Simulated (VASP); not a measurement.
# AlN (F-43m) in VASP: G0W0 quasiparticle levels with PBE

Aim: the G0W0 quasiparticle levels of AlN with PBE.

Program: VASP 6.6.1. These are calculated values, not measurements. Logs are shortened: lines on timing, memory, paths and dates and some standing lists are left out, and cuts for length are marked.

## 1. The cell of the first run

The structure is cubic, space group F-43m (No. 216). Conventional cell: a = 4.239 Å, b = 4.239 Å, c = 4.239 Å, α = 90.00°, β = 90.00°, γ = 90.00°. Al (site symmetry -43m) has 4 N at 1.84 Å within 2.4 Å. Within 2.4 Å of N (site symmetry -43m) lie 4 Al at 1.84 Å.

## 2. G0W0 quasiparticle levels, PBE

File POSCAR:

```
AlN
1.0
    0.0000000000      2.1193301201      2.1193301201
    2.1193301201      0.0000000000      2.1193301201
    2.1193301201      2.1193301201      0.0000000000
Al N
1 1
Direct
    0.0000000000      0.0000000000      0.0000000000
    0.2500000000      0.2500000000      0.2500000000
```

File INCAR.step1:

```
ALGO = Normal
EDIFF = 1E-8
ENCUT = 500
GGA = PE
ISMEAR = 0
LASPH = True
LCHARG = False
LREAL = False
LWAVE = True
NELM = 80
PREC = Accurate
SIGMA = 0.01
```

File INCAR.step2:

```
ALGO = Exact
EDIFF = 1E-8
ENCUT = 500
GGA = PE
ISMEAR = 0
ISTART = 1
LASPH = True
LCHARG = False
LOPTICS = True
LREAL = False
LWAVE = True
NBANDS = 83
NELM = 1
PREC = Accurate
SIGMA = 0.01
```

File INCAR.step3:

```
ALGO = EVGW0
EDIFF = 1E-8
ENCUT = 500
ENCUTGW = 150.0
GGA = PE
ISMEAR = 0
ISTART = 1
LASPH = True
LCHARG = False
LREAL = False
LWAVE = False
NBANDS = 83
NBANDSGW = 12
NELMGW = 1
NOMEGA = 48
PREC = Accurate
PRECFOCK = Fast
SIGMA = 0.01
```

File KPOINTS:

```
k-points
0
Gamma
  6 6 6
```

Potentials or basis: VASP PAW PBE potentials, release 64 (Al_GW, N_GW).

On the command line:

```console
$ cat potpaw_PBE.64/Al_GW/POTCAR potpaw_PBE.64/N_GW/POTCAR > POTCAR
$ cp INCAR.step1 INCAR
$ mpirun -np 1 vasp_std > vasp.out
$ cp INCAR.step2 INCAR
$ mpirun -np 1 vasp_std > vasp.out
$ cp INCAR.step3 INCAR
$ mpirun -np 1 vasp_std > vasp.out
```

OUTCAR:

```text
EDIFF = 1E-8
   ENCUT = 500
   ENCUTGW = 150.0
   GGA = PE
   ISMEAR = 0
   ISTART = 1
   LASPH = True
   LREAL = False
   NELMGW = 1
   PREC = Accurate
   PRECFOCK = Fast

 ion  position               nearest neighbor table
   1  0.000  0.000  0.000-   2 1.84   2 1.84   2 1.84   2 1.84
   2  0.250  0.250  0.250-   1 1.84   1 1.84   1 1.84   1 1.84

  LATTYP: Found a face centered cubic cell.
 ALAT       =     4.2386602402

  Lattice vectors:

 A1 = (   0.0000000000,   2.1193301201,   2.1193301201)
 A2 = (   2.1193301201,   0.0000000000,   2.1193301201)
 A3 = (   2.1193301201,   2.1193301201,   0.0000000000)

Analysis of symmetry for initial positions (statically):
=====================================================================
 Subroutine PRICEL returns:
 Original cell was already a primitive cell.

 Routine SETGRP: Setting up the symmetry group for a
 face centered cubic supercell.

 Subroutine GETGRP returns: Found 24 space group operations
 (whereof 24 operations were pure point group operations)
 out of a pool of 48 trial point group operations.

The static configuration has the point symmetry T_d .

Analysis of symmetry for dynamics (positions and initial velocities):
=====================================================================
 Subroutine PRICEL returns:
 Original cell was already a primitive cell.

 Routine SETGRP: Setting up the symmetry group for a
 face centered cubic supercell.

 Subroutine GETGRP returns: Found 24 space group operations
 (whereof 24 operations were pure point group operations)
 out of a pool of 48 trial point group operations.

The dynamic configuration has the point symmetry T_d .

 Subroutine INISYM returns: Found 24 space group operations
 (whereof 24 operations are pure point group operations),
 and found     1 'primitive' translations

----------------------------------------------------------------------------------------

[... 81 lines left out ...]
   ENCUT  =  500.0 eV  36.75 Ry    6.06 a.u.   5.46  5.46  5.46*2*pi/ulx,y,z
   NELM   =     60;   NELMIN=  2; NELMDL=  0     # of ELM steps
   EDIFF  = 0.1E-07   stopping-criterion for ELM
   LREAL  =      F    real-space projection
   EDIFFG = 0.1E-06   stopping-criterion for IOM
   NSW    =      0    number of steps for IOM
   IBRION =     -1    ionic relax: 0-MD 1-quasi-New 2-CG
   NFREE  =      0    steps in history (QN), initial steepest desc. (CG)
   ISIF   =      0    stress and relaxation
   ISYM   =      3    0-nonsym 1-usesym 2-fastsym
   POTIM  = 0.5000    time-step for ionic-motion
   TEBEG  =    0.0;   TEEND  =   0.0 temperature during run
   PSTRESS=    0.0 pullay stress
   NELECT =       8.0000    total number of electrons
   NUPDOWN=      -1.0000    fix difference up-down
   EMIN   =  10.00;   EMAX   =-10.00  energy-range for DOS
   EFERMI =   0.00;   METHOD = LEGACY
   ISMEAR =     0;   SIGMA  =   0.01  broadening in eV -4-tet -1-fermi 0-gaus
   EFERMI_NEDOS =   21; number of points for ismear=-14 and -15
   IALGO  =     38    algorithm
   IMIX   =      4    mixing-type and parameters
     AMIX     =   0.40;   BMIX     =  1.00
     AMIX_MAG =   1.60;   BMIX_MAG =  1.00
  volume/ion in A,a.u.               =       9.52        64.24
  Fermi-wavevector in a.u.,A,eV,Ry     =   1.226204  2.317190 20.457412  1.503577
  Thomas-Fermi vector in A             =   2.361214
   LORBIT       =      0    0 simple, 1 ext, 2 COOP (PROOUT), +10 PAW based schemes
   GGA     = PE    functional components
   LHFCALC =     T    Hartree Fock is set to
   PRECFOCK=fast      Normal, Fast or Accurate (Low or Medium for compatibility)
   ENCUT4O =  -1.0   cutoff for four orbital integrals eV
   NKREDX  =     1    reduce k-point grid by
   NKREDY  =     1    reduce k-point grid by
   NKREDZ  =     1    reduce k-point grid by
   AEXX    =    1.0000 exact exchange contribution
   HFSCREEN=    0.0000 screening length (either q_TF or 0.3 A-1)
   HFSCREENC=   0.0000 screening length for correlation (either q_TF or 0.3 A-1)
   ENCUTFOCK=  -1.0 apply spherical cutoff to Coloumb kernel
   IVDW    =     0    specifies the selected vdW correction
   LEPSILON=     F    determine dielectric tensor
   LRPA    =     F    only Hartree local field effects (RPA)
   LRPAFORCE           =     F    calculate RPA forces
   ENCUTGW             = 150.0    cutoff for response function in eV
   ENCUTGWSOFT         = 120.0    soft cutoff for Coulomb kernel in GW response function in eV
   ENCUTLF             =  -1.0    cutoff for local field effects
   NELMGW              =     1    number of iterations in solving QP/BSE equation
   NELMHF              =     1    number of iterations in the inner HF iteration
   NKREDLFX            =     1    NKREDLFY  =   1   NKREDLFZ  =   1
 non-spin polarized calculation
 Gauss-broadening in eV      SIGMA  =   0.01
  energy-cutoff  :      500.00
  volume of cell :       19.04
 maximum number of plane-waves:       531
 NGX is ok and might be reduce to    24
  NGX = 14; NGY = 14; NGZ = 14
   NGX = 11   NGY = 11   NGZ = 11
 maximum number of plane-waves:        84
 NGX is ok and might be reduce to    14

 QP shifts <psi_nk| G(iteration)W_0 |psi_nk>: iteration 1
 for sc-GW calculations column KS-energies equals QP-energies in previous step
 and V_xc(KS)=  KS-energies - (<T + V_ion + V_H > + <T+V_H+V_ion>^1  + <V_x>^1)

 k-point   1 :       0.0000    0.0000    0.0000
  band No.  KS-energies  QP-energies   sigma(KS)   V_xc(KS)     V^pw_x(r,r')   Z            occupation Imag(sigma)

      1      -9.7930     -11.3818     -17.0535     -14.8813     -25.0367       0.7314       2.0000       1.3157
      2       5.7366       4.8089     -18.1779     -16.9944     -21.1645       0.7839       2.0000       0.0939
      3       5.7366       4.8089     -18.1779     -16.9944     -21.1645       0.7839       2.0000       0.0939
      4       5.7366       4.8089     -18.1779     -16.9944     -21.1645       0.7839       2.0000       0.0939
      5      10.7482      11.5361     -11.8606     -12.8305      -7.9295       0.8123       0.0000      -0.0664
      6      19.2041      20.2514      -9.3053     -10.5997      -4.2292       0.8091       0.0000      -0.1290
      7      19.2041      20.2514      -9.3053     -10.5997      -4.2292       0.8091       0.0000      -0.1290
      8      19.2041      20.2514      -9.3053     -10.5997      -4.2292       0.8091       0.0000      -0.1290
      9      24.1578      25.2485      -9.4362     -10.7990      -3.8845       0.8003       0.0000      -0.2782
     10      24.1578      25.2485      -9.4362     -10.7990      -3.8845       0.8003       0.0000      -0.2782
     11      25.7393      26.3278      -9.2118      -9.9570      -2.6890       0.7898       0.0000      -0.7818
     12      25.7393      26.3278      -9.2118      -9.9570      -2.6890       0.7898       0.0000      -0.7818
[... 228 lines left out ...]
      1      -6.6898      -8.1379     -18.9929     -17.0228     -26.5242       0.7350       2.0000       0.9061
      2       1.1820      -0.1265     -15.6955     -13.9443     -19.5408       0.7472       2.0000       0.1672
      3       2.7831       1.5441     -16.3656     -14.7473     -19.8241       0.7656       2.0000       0.1233
      4       3.0513       1.8436     -15.8252     -14.2605     -18.9923       0.7719       2.0000       0.1097
      5      11.1589      11.8501     -10.5915     -11.4401      -6.6817       0.8145       0.0000      -0.0711
      6      16.6857      17.6685     -10.2393     -11.4500      -5.5469       0.8118       0.0000      -0.0976
      7      19.6587      20.6255     -10.0281     -11.2493      -4.3533       0.7916       0.0000      -0.2519
      8      19.9780      21.4067     -12.5415     -14.3934      -6.8123       0.7714       0.0000      -0.2062
      9      23.5051      24.5777     -10.5684     -11.9817      -4.0600       0.7590       0.0000      -0.4152
     10      27.0291      27.9900      -9.4838     -10.7111      -3.0742       0.7829       0.0000      -0.5423
     11      32.2157      33.6381     -11.0887     -12.8845      -4.1270       0.7921       0.0000      -1.0199
     12      33.0560      34.5704     -10.9541     -12.8504      -4.3299       0.7986       0.0000      -0.9452
```

OUTCAR.step2:

```text
EDIFF = 1E-8
   ENCUT = 500
   GGA = PE
   ISMEAR = 0
[... 849 lines left out ...]
  --------------------------------------------------------------------------------------------------------------
     0.00000     4.67847     4.67847     4.67847    -0.00000    -0.00000     0.00000
     1.90662     4.87343     4.87343     4.87343    -0.00000    -0.00000     0.00000
     3.81324     5.75378     5.75378     5.75378    -0.00000     0.00000     0.00000
     5.71986     7.39536     7.39536     7.39536    -0.00000     0.00000     0.00000
     7.62648     5.23594     5.23594     5.23594     0.00000     0.00000     0.00000
     9.53310     2.72498     2.72498     2.72498     0.00000    -0.00000    -0.00000
[... 92 lines left out ...]
   186.84877     0.98311     0.98311     0.98311     0.00000     0.00000    -0.00000
   188.75539     0.98347     0.98347     0.98347     0.00000     0.00000    -0.00000
```

It took 4.3 min on 1 thread of Intel Xeon 8259CL, shared host; peak memory 0.35 GiB.

Results:

```
Quasiparticle gap                                   : 4.77 eV
Least direct quasiparticle gap                      : 6.73 eV
Band gap of the starting levels on the mesh         : 3.36 eV
Least direct gap of the starting levels on the mesh : 5.01 eV
```

Caveat: the k points lie up to 0.43 Å⁻¹ apart; bands, screening cutoff and mesh are small and nothing is extrapolated, so the quasiparticle values aren't converged.
